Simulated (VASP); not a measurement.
# LaAl2B2 (P-3m1) in VASP: single point with r2SCAN

Aim: the single point of LaAl2B2 with r2SCAN.

All numbers are computed with VASP 6.6.1; they aren't measurements. Logs are shortened: lines on timing, memory, paths and dates and some standing lists are left out, and cuts for length are marked.

### Step 1. The cell of the first run

The structure is trigonal, space group P-3m1 (No. 164). Conventional cell: a = 3.724 Å, b = 3.724 Å, c = 6.580 Å, α = 90.00°, β = 90.00°, γ = 120.00°. B (site symmetry 3m) has 4 Al at 2.23 to 2.26 Å and 3 La at 2.85 Å within 2.9 Å. Within 2.9 Å of Al (site symmetry 3m) lie 4 B at 2.23 to 2.26 Å and 3 Al at 2.73 Å. La (site symmetry -3m) has 6 B at 2.85 Å and 6 Al at 3.26 Å and 6 La at 3.72 Å within 3.8 Å.

### Step 2. Single point, r2SCAN

The input, POSCAR:

```
LaAl2B2
1.0
    1.8618624404      3.2248403434      0.0000000000
   -1.8618624404      3.2248403434      0.0000000000
    0.0000000000      0.0000000000      6.5802520034
B Al La
2 2 1
Direct
    0.3333333333      0.3333333333      0.2845941992
    0.6666666667      0.6666666667      0.7154058008
    0.3333333333      0.3333333333      0.6274733860
    0.6666666667      0.6666666667      0.3725266140
    0.0000000000      0.0000000000      0.0000000000
```

The input, INCAR.step1:

```
SYSTEM = LaAl2B2
PREC = Accurate
ENCUT = 520
ISMEAR = -1
SIGMA = 0.1
LREAL = .False.
LASPH = .True.
NELM = 60
NBANDS = 20
GGA = PE
ALGO = Normal
EDIFF = 1E-4
LWAVE = .True.
LCHARG = .False.
```

The input, INCAR.step2:

```
SYSTEM = LaAl2B2
PREC = Accurate
ENCUT = 520
EDIFF = 1E-6
ISMEAR = -1
SIGMA = 0.1
LREAL = .False.
LASPH = .True.
NELM = 60
ALGO = Normal
ISIF = 2
LWAVE = .False.
LCHARG = .True.
METAGGA = R2SCAN
LMIXTAU = .True.
LELF = .True.
LVHAR = .True.
NBANDS = 20
ISTART = 1
```

The input, KPOINTS:

```
Automatic mesh
0
Gamma
  8 8 5
  0 0 0
```

Potentials or basis: VASP PAW PBE potentials, release 64 (B, Al, La).

Command:

```sh
$ cat potpaw_PBE.64/B/POTCAR potpaw_PBE.64/Al/POTCAR potpaw_PBE.64/La/POTCAR > POTCAR
$ cp INCAR.step1 INCAR
$ mpirun -np 1 vasp_std > vasp.out
$ cp INCAR.step2 INCAR
$ mpirun -np 1 vasp_std > vasp.out
```

OUTCAR:

```text
SYSTEM = LaAl2B2
   PREC = Accurate
   ENCUT = 520
   EDIFF = 1E-6
   ISMEAR = -1
   LREAL = .False.
   LASPH = .True.
   NELM = 60
   ISIF = 2
   METAGGA = R2SCAN
   ISTART = 1

 ion  position               nearest neighbor table
   1  0.333  0.333  0.285-   4 2.23   4 2.23   4 2.23   3 2.26   5 2.85   5 2.85   5 2.85
   2  0.667  0.667  0.715-   3 2.23   3 2.23   3 2.23   4 2.26   5 2.85   5 2.85   5 2.85
   3  0.333  0.333  0.627-   2 2.23   2 2.23   2 2.23   1 2.26   4 2.73   4 2.73   4 2.73   5 3.26
                             5 3.26   5 3.26
   4  0.667  0.667  0.373-   1 2.23   1 2.23   1 2.23   2 2.26   3 2.73   3 2.73   3 2.73   5 3.26
                             5 3.26   5 3.26
   5  0.000  0.000  0.000-   1 2.85   2 2.85   2 2.85   2 2.85   1 2.85   1 2.85   3 3.26   4 3.26
                             4 3.26   3 3.26   4 3.26   3 3.26

  LATTYP: Found a hexagonal cell.
 ALAT       =     3.7237248807
 C/A-ratio  =     1.7671155131

  Lattice vectors:

 A1 = (   1.8618624404,  -3.2248403434,   0.0000000000)
 A2 = (   1.8618624404,   3.2248403434,   0.0000000000)
 A3 = (   0.0000000000,   0.0000000000,   6.5802520034)

Analysis of symmetry for initial positions (statically):
=====================================================================
 Subroutine PRICEL returns:
 Original cell was already a primitive cell.

 Routine SETGRP: Setting up the symmetry group for a
 hexagonal supercell.

 Subroutine GETGRP returns: Found 12 space group operations
 (whereof 12 operations were pure point group operations)
 out of a pool of 24 trial point group operations.

The static configuration has the point symmetry D_3d.

Analysis of symmetry for dynamics (positions and initial velocities):
=====================================================================
 Subroutine PRICEL returns:
 Original cell was already a primitive cell.

 Routine SETGRP: Setting up the symmetry group for a
 hexagonal supercell.

 Subroutine GETGRP returns: Found 12 space group operations
 (whereof 12 operations were pure point group operations)
 out of a pool of 24 trial point group operations.

The dynamic configuration has the point symmetry D_3d.

 Subroutine INISYM returns: Found 12 space group operations
 (whereof 12 operations are pure point group operations),
 and found     1 'primitive' translations

----------------------------------------------------------------------------------------

                                     Primitive cell

  volume of cell :      79.0184

  direct lattice vectors                    reciprocal lattice vectors
     1.861862440  3.224840343  0.000000000     0.268548304  0.155046435  0.000000000
    -1.861862440  3.224840343  0.000000000    -0.268548304  0.155046435  0.000000000
     0.000000000  0.000000000  6.580252003     0.000000000  0.000000000  0.151969864

  length of vectors
     3.723724881  3.723724881  6.580252003     0.310092871  0.310092871  0.151969864

  position of ions in fractional coordinates (direct lattice)
     0.333333333  0.333333333  0.284594199
     0.666666667  0.666666667  0.715405801
     0.333333333  0.333333333  0.627473386
     0.666666667  0.666666667  0.372526614
     0.000000000  0.000000000  0.000000000

  ion indices of the primitive-cell ions
   primitive index   ion index
                 1           1
                 2           2
                 3           3
                 4           4
                 5           5

----------------------------------------------------------------------------------------

 KPOINTS: Automatic mesh

Automatic generation of k-mesh.
 Grid dimensions read from file:
 generate k-points for:    8    8    5

 Generating k-lattice:

  Cartesian coordinates                     Fractional coordinates (reciprocal lattice)
     0.033568538  0.019380804  0.000000000     0.125000000 -0.000000000  0.000000000
    -0.033568538  0.019380804  0.000000000    -0.000000000  0.125000000  0.000000000
     0.000000000  0.000000000  0.030393973     0.000000000  0.000000000  0.200000000

  Length of vectors
     0.038761609  0.038761609  0.030393973

  Shift w.r.t. Gamma in fractional coordinates (k-lattice)
     0.000000000  0.000000000  0.000000000

 Subroutine IBZKPT returns following result:
 ===========================================

 Found     40 irreducible k-points:

 Following reciprocal coordinates:
            Coordinates               Weight
  0.000000  0.000000  0.000000      1.000000
  0.125000  0.000000  0.000000      6.000000
  0.250000  0.000000  0.000000      6.000000
  0.375000  0.000000  0.000000      6.000000
  0.500000  0.000000  0.000000      3.000000
  0.250000  0.125000  0.000000      6.000000
[... 16 lines left out ...]
  0.375000  0.500000  0.200000     12.000000
  0.500000  0.250000  0.200000     12.000000
 [... further k-points ...]
   k-points           NKPTS =     40   k-points in BZ     NKDIM =     40   number of bands    NBANDS=     20
   number of dos      NEDOS =    301   number of ions     NIONS =      5
   total plane-waves  NPLWV =  39200
   dimension x,y,z NGX =    28 NGY =   28 NGZ =   50
   dimension x,y,z NGXF=    56 NGYF=   56 NGZF=  100
   ions per type =               2   2   1
   NGX,Y,Z   is equivalent  to a cutoff of  12.50, 12.50, 12.63 a.u.
   NGXF,Y,Z  is equivalent  to a cutoff of  25.00, 25.00, 25.26 a.u.
 SYSTEM =  LaAl2B2
   PREC   = accura    normal or accurate (medium, high low for compatibility)
   ISTART =      1    job   : 0-new  1-cont  2-samecut
   ICHARG =      0    charge: 1-file 2-atom 10-const
   ISPIN  =      1    spin polarized calculation?
   LNONCOLLINEAR =      F non collinear calculations
   LSORBIT =      F    spin-orbit coupling
   LASPH  =      T    aspherical Exc in radial PAW
   ENCUT  =  520.0 eV  38.22 Ry    6.18 a.u.   6.92  6.92 12.23*2*pi/ulx,y,z
   NELM   =     60;   NELMIN=  2; NELMDL=  0     # of ELM steps
   EDIFF  = 0.1E-05   stopping-criterion for ELM
   LREAL  =      F    real-space projection
   EDIFFG = 0.1E-04   stopping-criterion for IOM
   NSW    =      0    number of steps for IOM
   IBRION =     -1    ionic relax: 0-MD 1-quasi-New 2-CG
   NFREE  =      0    steps in history (QN), initial steepest desc. (CG)
   ISIF   =      2    stress and relaxation
   ISYM   =      2    0-nonsym 1-usesym 2-fastsym
   POTIM  = 0.5000    time-step for ionic-motion
   TEBEG  =    0.0;   TEEND  =   0.0 temperature during run
   PSTRESS=    0.0 pullay stress
   NELECT =      23.0000    total number of electrons
   NUPDOWN=      -1.0000    fix difference up-down
   EMIN   =  10.00;   EMAX   =-10.00  energy-range for DOS
   EFERMI =   0.00;   METHOD = LEGACY
   ISMEAR =    -1;   SIGMA  =   0.10  broadening in eV -4-tet -1-fermi 0-gaus
   EFERMI_NEDOS =   21; number of points for ismear=-14 and -15
   IALGO  =     38    algorithm
   IMIX   =      4    mixing-type and parameters
     AMIX     =   0.40;   BMIX     =  1.00
     AMIX_MAG =   1.60;   BMIX_MAG =  1.00
  volume/ion in A,a.u.               =      15.80       106.65
  Fermi-wavevector in a.u.,A,eV,Ry     =   1.084946  2.050250 16.015515  1.177107
  Thomas-Fermi vector in A             =   2.221048
   LORBIT       =      0    0 simple, 1 ext, 2 COOP (PROOUT), +10 PAW based schemes
   METAGGA = R2SCAN    functional components
   LHFCALC =     F    Hartree Fock is set to
   AEXX    =    0.0000 exact exchange contribution
   IVDW    =     0    specifies the selected vdW correction
   LEPSILON=     F    determine dielectric tensor
   LRPA    =     F    only Hartree local field effects (RPA)
 non-spin polarized calculation
  energy-cutoff  :      520.00
  volume of cell :       79.02
 maximum number of plane-waves:      2150
   NGX = 13   NGY = 13   NGZ = 25

 number of electron      23.0000000 magnetization

 Free energy of the ion-electron system (eV)
  ---------------------------------------------------
  ext. energy  EPLUGINS =         0.00000000
  ---------------------------------------------------
  free energy    TOTEN  =       -58.89869817 eV

  energy without entropy =      -58.82829314  energy(sigma->0) =      -58.86349565

 E-fermi :   7.4064     XC(G=0): -11.0557

 val. band max:        7.3984687999   @ k =   0.3750   0.5000   0.4000
 cond. band min:       7.4687990797   @ k =   0.0000   0.0000   0.2000
 fundamental gap:      0.0703302798
 Fermi energy:         7.4063936051

 k-point     1 :       0.0000    0.0000    0.0000
  band No.  band energies     occupation
      1     -25.3809      2.00000
      2      -9.0973      2.00000
      3      -8.1667      2.00000
      4      -8.1667      2.00000
      5      -3.4183      2.00000
      6       0.5577      2.00000
[... 12 lines left out ...]
     19      11.1595      0.00000
     20      11.5361      0.00000

 k-point     2 :       0.1250    0.0000    0.0000
  band No.  band energies     occupation
      1     -25.3578      2.00000
      2      -9.0422      2.00000
      3      -8.3887      2.00000
      4      -8.2113      2.00000
      5      -3.1873      2.00000
      6       0.5843      2.00000
[... 12 lines left out ...]
     19      11.1961      0.00000
     20      11.3554      0.00000

 k-point     3 :       0.2500    0.0000    0.0000
  band No.  band energies     occupation
      1     -25.3012      2.00000
      2      -8.9080      2.00000
      3      -8.8752      2.00000
      4      -8.3167      2.00000
      5      -2.5420      2.00000
      6       0.6320      2.00000
[... 12 lines left out ...]
     19      11.2822      0.00000
     20      11.3682      0.00000

 k-point     4 :       0.3750    0.0000    0.0000
  band No.  band energies     occupation
      1     -25.2435      2.00000
      2      -9.3206      2.00000
      3      -8.7595      2.00000
      4      -8.4187      2.00000
      5      -1.5759      2.00000
      6       0.5416      2.00000
[... 429 lines left out ...]
 k-point    23 :       0.3750    0.5000    0.2000
  band No.  band energies     occupation
      1     -25.2193      2.00000
      2      -9.3942      2.00000
      3      -8.7016      2.00000
      4      -8.5824      2.00000
      5      -1.0420      2.00000
      6       0.6729      2.00000
[... 12 lines left out ...]
     19      11.3710      0.00000
     20      11.4682      0.00000

 k-point    24 :       0.5000    0.2500    0.2000
  band No.  band energies     occupation
      1     -25.2194      2.00000
      2      -9.2556      2.00000
      3      -8.7494      2.00000
      4      -8.7001      2.00000
      5      -1.0804      2.00000
      6       0.6710      2.00000
[... 12 lines left out ...]
     19      11.3459      0.00000
     20      11.6064      0.00000

 [... further k-points ...]
[... 5 lines left out ...]
  --------------------------------------------------------------------------------------
  -------------------------------------------------------------------------------------
  Total        2.3317604      2.3317604      2.2768297      0.0000000      0.0000000      0.0000000
  in kB       47.2787697     47.2787697     46.1649952      0.0000000      0.0000000      0.0000000
  external PRESSURE =      46.9075115 kB  Pullay stress =       0.0000000 kB

 VOLUME and BASIS-vectors are now :
 -----------------------------------------------------------------------------
  energy-cutoff  :      520.00
  volume of cell :       79.02
      direct lattice vectors                 reciprocal lattice vectors
     1.861862440  3.224840343  0.000000000     0.268548304  0.155046435  0.000000000
    -1.861862440  3.224840343  0.000000000    -0.268548304  0.155046435  0.000000000
     0.000000000  0.000000000  6.580252003     0.000000000  0.000000000  0.151969864

 POSITION                                       TOTAL-FORCE (eV/Angst)
 -----------------------------------------------------------------------------------
      0.00000      2.14989      1.87270         0.000000      0.000000      0.003698
      0.00000      4.29979      4.70755         0.000000      0.000000     -0.003698
      0.00000      2.14989      4.12893         0.000000      0.000000     -0.010349
      0.00000      4.29979      2.45132        -0.000000     -0.000000      0.010349
      0.00000      0.00000      0.00000         0.000000      0.000000      0.000000
 -----------------------------------------------------------------------------------
    total drift:                               -0.000000      0.000000      0.000000

  FREE ENERGIE OF THE ION-ELECTRON SYSTEM (eV)
  ---------------------------------------------------
  free  energy   TOTEN  =       -58.8986981720 eV

  energy  without entropy=      -58.8282931361  energy(sigma->0) =      -58.86349565
```

Run time: 2.1 min. Hardware: 1 thread of Intel Xeon 6975P-C (Granite Rapids), shared host; peak memory 0.25 GiB.

What came out:

```
Free energy   : -58.8987 eV
Pressure      : 4.7 GPa
Largest force : 0.010 eV/Å
```

Forces on the atoms (eV/Å):
```
B    0.000  0.000  0.004
B    0.000  0.000 -0.004
Al   0.000  0.000 -0.010
Al   0.000  0.000  0.010
La   0.000  0.000  0.000
```

Levels at points of the mesh, in eV from the Fermi level:
```tsv
k point	band 9	band 10	band 11	band 12	band 13	band 14	band 15	band 16
(0.00, 0.00, 0.00)	-0.71	0.89	0.89	0.91	1.45	2.36	3.28	3.28
(0.50, 0.00, 0.00)	-1.90	-1.54	-0.79	-0.66	0.45	3.00	3.48	3.51
```

Caveat: the PAW data sets were made with another functional, which shifts forces and pressure a little; spin-orbit coupling is left out, which moves the levels of the heavy elements.
